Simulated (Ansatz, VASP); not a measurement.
AlNi3: VASP beside Ansatz

Contents of INCAR:

```
ALGO = Fast
EDIFF = 1E-7
ENCUT = 520
GGA = PS
ISIF = 2
ISMEAR = 0
LASPH = True
LCHARG = True
LELF = True
LREAL = False
LVHAR = True
LWAVE = False
NBANDS = 24
NELM = 80
PREC = Accurate
SIGMA = 0.15
```

Contents of KPOINTS:

```
k-points
0
Gamma
  14 14 14
```

POSCAR

```
AlNi3
1.0
    0.0000000000      2.8403839743      2.8403839743
    2.7984078565      0.0419761178      2.7984078565
    2.7984078565      2.7984078565      0.0419761178
Al Ni
1 3
Direct
    0.5000000000      0.5000000000      0.5000000000
    0.2500000000      0.2500000000      0.2500000000
    0.0000000000      0.0000000000      0.0000000000
    0.7500000000      0.7500000000      0.7500000000
```

Input for Ansatz:

```yaml
crystal:
  lattice:
    - [0.0, 2.8403839743, 2.8403839743]
    - [2.7984078565, 0.0419761178, 2.7984078565]
    - [2.7984078565, 2.7984078565, 0.0419761178]
  atoms:
    - { symbol: Al, position: [0.5, 0.5, 0.5] }
    - { symbol: Ni, position: [0.25, 0.25, 0.25] }
    - { symbol: Ni, position: [0.0, 0.0, 0.0] }
    - { symbol: Ni, position: [0.75, 0.75, 0.75] }
basis:
  ecutwfc: 420
kpoints:
  mp_grid: { grid: [14, 14, 14] }
hamiltonian:
  xc: pbesol
scf:
  occupations: { method: gaussian, width: 0.15 }
output:
  forces: true
  stress: true
  eigenvalues: true
```

Change from the starting cell: strain +0.0300 x Voigt [0, 0, 0, 1, 0, 0], atoms carried along.

Alike in both runs: task single point; functional PBEsol; k mesh 14 × 14 × 14; occupations gaussian, width 0.15 eV; no spin polarisation.

|  | VASP | Ansatz |
| --- | --- | --- |
| version | VASP 6.6.1 | Ansatz 0.2.0 |
| potentials or method | VASP PAW PBE potentials, release 64 (Al, Ni), cutoff 520 eV | scalar-relativistic, plane waves, PAW |
| valence electrons in the cell | 33 | 57 |

VASP gave:

- gap on the k mesh at the Fermi level (eV): none
- pressure (GPa): 0.3
- traceless stress, the component that is largest in VASP (GPa): -4.58
- rms of the force components (eV/Å): 0.013

What did Ansatz give for the same quantities?

gap on the k mesh at the Fermi level (eV): none; pressure (GPa): 0.3; traceless stress, the component that is largest in VASP (GPa): -4.62; rms of the force components (eV/Å): 0.014.

VASP's potentials were made for PBE, not for PBEsol. Atom by atom the forces differ by 0.001 eV/Å (rms over components). A gap of «none» marks a metal or a gap that the smearing closes. VASP's potentials hold 33 valence electrons a cell and Ansatz's 57, so a difference there can come from the potentials and not from the codes.
